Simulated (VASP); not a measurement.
# ScAl2 (Fd-3m) in VASP: a series of runs

The runs below take ScAl2 through single point, relaxation of cell and atoms, with LDA.

Program: VASP 6.6.1. These are calculated values, not measurements. Logs are shortened: lines on timing, memory, paths and dates and some standing lists are left out, and cuts for length are marked.

### 1 The cell of the first run

Symmetry: Fd-3m, No. 227, cubic system. The conventional cell has a = 7.452 Å, b = 7.452 Å, c = 7.452 Å, α = 90.00°, β = 90.00°, γ = 90.00°. Sc (site symmetry -43m) has 12 Al at 3.09 Å and 4 Sc at 3.23 Å within 4.1 Å. Al (site symmetry -3m) has 6 Al at 2.63 Å and 6 Sc at 3.09 Å within 3.5 Å.

### 2 Single point, LDA

INCAR reads:

```
SYSTEM = ScAl2
PREC = Accurate ; ENCUT = 520
EDIFF = 1E-6 ; ISMEAR = 0
SIGMA = 0.1 ; LREAL = .FALSE.
LASPH = .TRUE. ; NELM = 80
ALGO = Fast ; ISIF = 2
LWAVE = .FALSE. ; LCHARG = .FALSE.
GGA = CA ; NBANDS = 26
```

KPOINTS reads:

```
Automatic mesh
0
G
  8 8 8
  0 0 0
```

POSCAR reads:

```
ScAl2
1.0
    0.0000000000      3.7260244758      3.7260244758
    3.7260244758      0.0000000000      3.7260244758
    3.7260244758      3.7260244758      0.0000000000
Sc Al
2 4
Direct
    0.5000000000      0.5000000000      0.5000000000
    0.7500000000      0.7500000000      0.7500000000
    0.1250000000      0.1250000000      0.1250000000
    0.6250000000      0.1250000000      0.1250000000
    0.1250000000      0.6250000000      0.1250000000
    0.1250000000      0.1250000000      0.6250000000
```

Potentials or basis: VASP PAW LDA potentials, release 64 (Sc_sv, Al).

Command:

```bash
$ cat potpaw_LDA.64/Sc_sv/POTCAR potpaw_LDA.64/Al/POTCAR > POTCAR
$ mpirun -np 1 vasp_std > vasp.out
```

OUTCAR:

```text
SYSTEM = ScAl2
   PREC = Accurate
   ENCUT = 520
   EDIFF = 1E-6
   ISMEAR = 0
   LREAL = .FALSE.
   LASPH = .TRUE.
   NELM = 80
   ISIF = 2
   GGA = CA

 ion  position               nearest neighbor table
   1  0.500  0.500  0.500-   3 3.09   5 3.09   6 3.09   3 3.09   4 3.09   6 3.09   3 3.09   4 3.09
                             5 3.09   4 3.09   5 3.09   6 3.09   2 3.23   2 3.23   2 3.23   2 3.23
   2  0.750  0.750  0.750-   3 3.09   4 3.09   5 3.09   3 3.09   4 3.09   6 3.09   3 3.09   5 3.09
                             6 3.09   4 3.09   5 3.09   6 3.09   1 3.23   1 3.23   1 3.23   1 3.23
   3  0.125  0.125  0.125-   4 2.63   5 2.63   6 2.63   6 2.63   5 2.63   4 2.63   1 3.09   2 3.09
                             1 3.09   2 3.09   1 3.09   2 3.09
   4  0.625  0.125  0.125-   3 2.63   6 2.63   5 2.63   3 2.63   5 2.63   6 2.63   2 3.09   1 3.09
                             2 3.09   1 3.09   1 3.09   2 3.09
   5  0.125  0.625  0.125-   3 2.63   6 2.63   3 2.63   4 2.63   6 2.63   4 2.63   1 3.09   2 3.09
                             1 3.09   2 3.09   1 3.09   2 3.09
   6  0.125  0.125  0.625-   3 2.63   3 2.63   4 2.63   5 2.63   5 2.63   4 2.63   1 3.09   2 3.09
                             1 3.09   2 3.09   1 3.09   2 3.09

  LATTYP: Found a face centered cubic cell.
 ALAT       =     7.4520489516

  Lattice vectors:

 A1 = (   0.0000000000,   3.7260244758,   3.7260244758)
 A2 = (   3.7260244758,   0.0000000000,   3.7260244758)
 A3 = (   3.7260244758,   3.7260244758,   0.0000000000)

Analysis of symmetry for initial positions (statically):
=====================================================================
 Subroutine PRICEL returns:
 Original cell was already a primitive cell.

 Routine SETGRP: Setting up the symmetry group for a
 face centered cubic supercell.

 Subroutine GETGRP returns: Found 48 space group operations
 (whereof 24 operations were pure point group operations)
 out of a pool of 48 trial point group operations.

The static configuration has the point symmetry T_d .
 The point group associated with its full space group is O_h .

Analysis of symmetry for dynamics (positions and initial velocities):
=====================================================================
 Subroutine PRICEL returns:
 Original cell was already a primitive cell.

 Routine SETGRP: Setting up the symmetry group for a
 face centered cubic supercell.

 Subroutine GETGRP returns: Found 48 space group operations
 (whereof 24 operations were pure point group operations)
 out of a pool of 48 trial point group operations.

The dynamic configuration has the point symmetry T_d .
 The point group associated with its full space group is O_h .

 Subroutine INISYM returns: Found 48 space group operations
 (whereof 24 operations are pure point group operations),
 and found     1 'primitive' translations

----------------------------------------------------------------------------------------

                                     Primitive cell

  volume of cell :     103.4587

  direct lattice vectors                    reciprocal lattice vectors
     0.000000000  3.726024476  3.726024476    -0.134191282  0.134191282  0.134191282
     3.726024476  0.000000000  3.726024476     0.134191282 -0.134191282  0.134191282
     3.726024476  3.726024476  0.000000000     0.134191282  0.134191282 -0.134191282

  length of vectors
     5.269394347  5.269394347  5.269394347     0.232426118  0.232426118  0.232426118

  position of ions in fractional coordinates (direct lattice)
     0.500000000  0.500000000  0.500000000
     0.750000000  0.750000000  0.750000000
     0.125000000  0.125000000  0.125000000
     0.625000000  0.125000000  0.125000000
     0.125000000  0.625000000  0.125000000
     0.125000000  0.125000000  0.625000000

  ion indices of the primitive-cell ions
   primitive index   ion index
                 1           1
                 2           2
                 3           3
                 4           4
                 5           5
                 6           6

----------------------------------------------------------------------------------------

 KPOINTS: Automatic mesh

Automatic generation of k-mesh.
 Grid dimensions read from file:
 generate k-points for:    8    8    8

 Generating k-lattice:

  Cartesian coordinates                     Fractional coordinates (reciprocal lattice)
    -0.016773910  0.016773910  0.016773910     0.125000000  0.000000000  0.000000000
     0.016773910 -0.016773910  0.016773910     0.000000000  0.125000000  0.000000000
     0.016773910  0.016773910 -0.016773910     0.000000000  0.000000000  0.125000000

  Length of vectors
     0.029053265  0.029053265  0.029053265

  Shift w.r.t. Gamma in fractional coordinates (k-lattice)
     0.000000000  0.000000000  0.000000000

 Subroutine IBZKPT returns following result:
 ===========================================

 Found     29 irreducible k-points:

 Following reciprocal coordinates:
            Coordinates               Weight
  0.000000  0.000000  0.000000      1.000000
  0.125000  0.000000  0.000000      8.000000
  0.250000  0.000000  0.000000      8.000000
  0.375000  0.000000  0.000000      8.000000
  0.500000  0.000000  0.000000      4.000000
  0.125000  0.125000  0.000000      6.000000
[... 16 lines left out ...]
  0.500000  0.250000  0.125000     48.000000
 -0.375000  0.250000  0.125000     24.000000
 [... further k-points ...]
   k-points           NKPTS =     29   k-points in BZ     NKDIM =     29   number of bands    NBANDS=     26
   number of dos      NEDOS =    301   number of ions     NIONS =      6
   total plane-waves  NPLWV =  64000
   dimension x,y,z NGX =    40 NGY =   40 NGZ =   40
   dimension x,y,z NGXF=    80 NGYF=   80 NGZF=   80
   ions per type =               2   4
   NGX,Y,Z   is equivalent  to a cutoff of  12.62, 12.62, 12.62 a.u.
   NGXF,Y,Z  is equivalent  to a cutoff of  25.24, 25.24, 25.24 a.u.
 SYSTEM =  ScAl2
   PREC   = accura    normal or accurate (medium, high low for compatibility)
   ISTART =      0    job   : 0-new  1-cont  2-samecut
   ICHARG =      2    charge: 1-file 2-atom 10-const
   ISPIN  =      1    spin polarized calculation?
   LNONCOLLINEAR =      F non collinear calculations
   LSORBIT =      F    spin-orbit coupling
   LASPH  =      T    aspherical Exc in radial PAW
   ENCUT  =  520.0 eV  38.22 Ry    6.18 a.u.   9.80  9.80  9.80*2*pi/ulx,y,z
   NELM   =     80;   NELMIN=  2; NELMDL= -5     # of ELM steps
   EDIFF  = 0.1E-05   stopping-criterion for ELM
   LREAL  =      F    real-space projection
   EDIFFG = 0.1E-04   stopping-criterion for IOM
   NSW    =      0    number of steps for IOM
   IBRION =     -1    ionic relax: 0-MD 1-quasi-New 2-CG
   NFREE  =      0    steps in history (QN), initial steepest desc. (CG)
   ISIF   =      2    stress and relaxation
   ISYM   =      2    0-nonsym 1-usesym 2-fastsym
   POTIM  = 0.5000    time-step for ionic-motion
   TEBEG  =    0.0;   TEEND  =   0.0 temperature during run
   PSTRESS=    0.0 pullay stress
   NELECT =      34.0000    total number of electrons
   NUPDOWN=      -1.0000    fix difference up-down
   EMIN   =  10.00;   EMAX   =-10.00  energy-range for DOS
   EFERMI =   0.00;   METHOD = LEGACY
   ISMEAR =     0;   SIGMA  =   0.10  broadening in eV -4-tet -1-fermi 0-gaus
   EFERMI_NEDOS =   21; number of points for ismear=-14 and -15
   IALGO  =     68    algorithm
   IMIX   =      4    mixing-type and parameters
     AMIX     =   0.40;   BMIX     =  1.00
     AMIX_MAG =   1.60;   BMIX_MAG =  1.00
  volume/ion in A,a.u.               =      17.24       116.36
  Fermi-wavevector in a.u.,A,eV,Ry     =   1.129741  2.134900 17.365306  1.276314
  Thomas-Fermi vector in A             =   2.266435
   LORBIT       =      0    0 simple, 1 ext, 2 COOP (PROOUT), +10 PAW based schemes
   GGA     = CA    functional components
   LHFCALC =     F    Hartree Fock is set to
   AEXX    =    0.0000 exact exchange contribution
   IVDW    =     0    specifies the selected vdW correction
   LEPSILON=     F    determine dielectric tensor
   LRPA    =     F    only Hartree local field effects (RPA)
 non-spin polarized calculation
 RMM-DIIS sequential band-by-band and
 Gauss-broadening in eV      SIGMA  =   0.10
  energy-cutoff  :      520.00
  volume of cell :      103.46
 maximum number of plane-waves:      2797
   NGX = 19   NGY = 19   NGZ = 19

 number of electron      34.0000007 magnetization

 Free energy of the ion-electron system (eV)
  ---------------------------------------------------
  ext. energy  EPLUGINS =         0.00000000
  ---------------------------------------------------
  free energy    TOTEN  =       -33.23873530 eV

  energy without entropy =      -33.21455152  energy(sigma->0) =      -33.22664341

 E-fermi :   6.6275     XC(G=0): -10.6901

 val. band max:        6.5760333800   @ k =  -0.2500   0.1250   0.0000
 cond. band min:       6.6408204137   @ k =  -0.3750   0.3750   0.1250
 fundamental gap:      0.0647870337
 Fermi energy:         6.6274745260

 k-point     1 :       0.0000    0.0000    0.0000
  band No.  band energies     occupation
      1     -41.9649      2.00000
      2     -41.9148      2.00000
      3     -21.0112      2.00000
      4     -21.0112      2.00000
      5     -21.0112      2.00000
      6     -20.8835      2.00000
[... 18 lines left out ...]
     25      10.2027      0.00000
     26      10.2034      0.00000

 k-point     2 :       0.1250    0.0000    0.0000
  band No.  band energies     occupation
      1     -41.9635      2.00000
      2     -41.9162      2.00000
      3     -21.0137      2.00000
      4     -21.0137      2.00000
      5     -21.0113      2.00000
      6     -20.8842      2.00000
[... 18 lines left out ...]
     25       9.9557      0.00000
     26       9.9580      0.00000

 k-point     3 :       0.2500    0.0000    0.0000
  band No.  band energies     occupation
      1     -41.9596      2.00000
      2     -41.9200      2.00000
      3     -21.0193      2.00000
      4     -21.0193      2.00000
      5     -21.0119      2.00000
      6     -20.8855      2.00000
[... 18 lines left out ...]
     25       9.7540      0.00000
     26       9.8476      0.00000

 k-point     4 :       0.3750    0.0000    0.0000
  band No.  band energies     occupation
      1     -41.9548      2.00000
      2     -41.9248      2.00000
      3     -21.0246      2.00000
      4     -21.0246      2.00000
      5     -21.0128      2.00000
      6     -20.8864      2.00000
[... 18 lines left out ...]
     25       9.7629      0.00000
     26      10.0146      0.00000

 k-point     5 :       0.5000    0.0000    0.0000
  band No.  band energies     occupation
      1     -41.9523      2.00000
      2     -41.9273      2.00000
      3     -21.0266      2.00000
      4     -21.0266      2.00000
      5     -21.0133      2.00000
      6     -20.8867      2.00000
[... 18 lines left out ...]
     25       9.8771      0.00000
     26       9.9307      0.00000

 k-point     6 :       0.1250    0.1250    0.0000
  band No.  band energies     occupation
      1     -41.9630      2.00000
      2     -41.9167      2.00000
      3     -21.0166      2.00000
      4     -21.0166      2.00000
      5     -21.0066      2.00000
      6     -20.8889      2.00000
[... 427 lines left out ...]
 k-point    21 :       0.5000    0.5000    0.0000
  band No.  band energies     occupation
      1     -41.9398      2.00000
      2     -41.9398      2.00000
      3     -21.0426      2.00000
      4     -21.0426      2.00000
      5     -20.9501      2.00000
      6     -20.9501      2.00000
[... 18 lines left out ...]
     25      10.9784      0.00000
     26      10.9897      0.00000

 k-point    22 :       0.3750    0.2500    0.1250
  band No.  band energies     occupation
      1     -41.9562      2.00000
      2     -41.9234      2.00000
      3     -21.0323      2.00000
      4     -21.0260      2.00000
      5     -20.9957      2.00000
      6     -20.9016      2.00000
[... 18 lines left out ...]
     25       9.8551      0.00000
     26       9.9952      0.00000

 k-point    23 :       0.5000    0.2500    0.1250
  band No.  band energies     occupation
      1     -41.9514      2.00000
      2     -41.9282      2.00000
      3     -21.0394      2.00000
      4     -21.0306      2.00000
      5     -20.9887      2.00000
      6     -20.9091      2.00000
[... 18 lines left out ...]
     25      10.0322      0.00000
     26      10.1744      0.00000

 k-point    24 :      -0.3750    0.2500    0.1250
  band No.  band energies     occupation
      1     -41.9486      2.00000
      2     -41.9309      2.00000
      3     -21.0420      2.00000
      4     -21.0328      2.00000
      5     -20.9856      2.00000
      6     -20.9123      2.00000
[... 18 lines left out ...]
     25       9.8914      0.00000
     26      10.7650      0.00000

 [... further k-points ...]

------------------------ aborting loop because EDIFF is reached ----------------------------------------

  FORCE on cell =-STRESS in cart. coord.  units (eV):
  Direction    XX          YY          ZZ          XY          YZ          ZX
  --------------------------------------------------------------------------------------
  -------------------------------------------------------------------------------------
  Total        0.0996274      0.0996274      0.0996274      0.0000000      0.0000000      0.0000000
  in kB        1.5428456      1.5428456      1.5428456      0.0000000      0.0000000      0.0000000
  external PRESSURE =       1.5428456 kB  Pullay stress =       0.0000000 kB

 VOLUME and BASIS-vectors are now :
 -----------------------------------------------------------------------------
  energy-cutoff  :      520.00
  volume of cell :      103.46
      direct lattice vectors                 reciprocal lattice vectors
     0.000000000  3.726024476  3.726024476    -0.134191282  0.134191282  0.134191282
     3.726024476  0.000000000  3.726024476     0.134191282 -0.134191282  0.134191282
     3.726024476  3.726024476  0.000000000     0.134191282  0.134191282 -0.134191282

 POSITION                                       TOTAL-FORCE (eV/Angst)
 -----------------------------------------------------------------------------------
      3.72602      3.72602      3.72602        -0.000000     -0.000000     -0.000000
      5.58904      5.58904      5.58904         0.000000      0.000000      0.000000
      0.93151      0.93151      0.93151        -0.000000     -0.000000      0.000000
      0.93151      2.79452      2.79452        -0.000000     -0.000000      0.000000
      2.79452      0.93151      2.79452        -0.000000     -0.000000      0.000000
      2.79452      2.79452      0.93151        -0.000000     -0.000000      0.000000
 -----------------------------------------------------------------------------------
    total drift:                               -0.000000     -0.000000      0.000000

  FREE ENERGIE OF THE ION-ELECTRON SYSTEM (eV)
  ---------------------------------------------------
  free  energy   TOTEN  =       -33.2387353029 eV

  energy  without entropy=      -33.2145515202  energy(sigma->0) =      -33.22664341
```

Run time: 3.3 min. Hardware: 1 thread of Intel Xeon 8259CL, shared host; peak memory 0.23 GiB.

What came out:

- Free energy: -33.2387 eV
- Pressure: 0.2 GPa
- Band gap on the k mesh: zero (bands 17 and 18 overlap by 2.41 eV)

(Part 1 of 2 ends here.)
